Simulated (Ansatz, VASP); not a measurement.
InSb: VASP beside Ansatz

```
In Sb
1.0
     0.00000    3.31742    3.31742
     3.31742    0.00000    3.31742
     3.31742    3.31742    0.00000
In Sb
1 1
Direct
  0.00000 0.00000 0.00000
  0.75000 0.75000 0.75000
```

Alike in both runs: task single point; functional PBE; k mesh 16 × 16 × 16; occupations gaussian, width 0.15 eV; no spin polarisation.

|  | VASP | Ansatz |
| --- | --- | --- |
| version | VASP 6.6.1 | Ansatz 0.2.0 |
| potentials or method | VASP PAW PBE potentials, release 64 (In_d, Sb), cutoff 520 eV | scalar-relativistic, plane waves, PAW |
| valence electrons in the cell | 18 | 28 |

|  | VASP | Ansatz | Ansatz less VASP |
| --- | --- | --- | --- |
| gap on the k mesh at the Fermi level (eV) | none | none | - |
| pressure (GPa) | 0.0 | 0.0 | +0.03 |

A gap of «none» marks a metal or a gap that the smearing closes. VASP's potentials hold 18 valence electrons a cell and Ansatz's 28, so a difference there can come from the potentials and not from the codes.

Neither program's run includes spin-orbit coupling.
